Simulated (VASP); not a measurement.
TiTe2, 3 atoms in the cell. Symmetry: P-3m1, No. 164, trigonal system. Conventional cell: a = 3.777 Å, b = 3.777 Å, c = 6.498 Å, α = 90.00°, β = 90.00°, γ = 120.00°. Te (site symmetry 3m) has 3 Ti at 2.77 Å within 3.7 Å. Ti (site symmetry -3m) has 6 Te at 2.77 Å within 3.7 Å. 

| Property | Result |
| --- | --- |
| Program | VASP 6.6.1 |
| Task | single point |
| Functional | PBE |
| Potentials or basis | VASP PAW PBE potentials, release 64 (Te, Ti_sv) |
| Cutoff | 520 eV |
| k mesh | 5 × 5 × 3 |
| Occupations | fermi-dirac, width 0.05 eV |
| Spin | no spin polarisation |
| Dipole correction | no |
| Further INCAR settings | ALGO = Normal; EDIFF = 1e-06; NBANDS = 19 |

Potentials or basis: VASP PAW PBE potentials, release 64 (Te, Ti_sv).

Launch:

```bash
$ cat potpaw_PBE.64/Te/POTCAR potpaw_PBE.64/Ti_sv/POTCAR > POTCAR
$ mpirun -np 1 vasp_std > vasp.out
```

Hardware: 1 thread of Intel Xeon 6975P-C, on a shared host.

Estimate the wall time of this run.

Run time: 19 s on 1 thread of Intel Xeon 6975P-C, on a shared host, peak memory 0.19 GiB. Counts: scf iterations 17, k points 12.
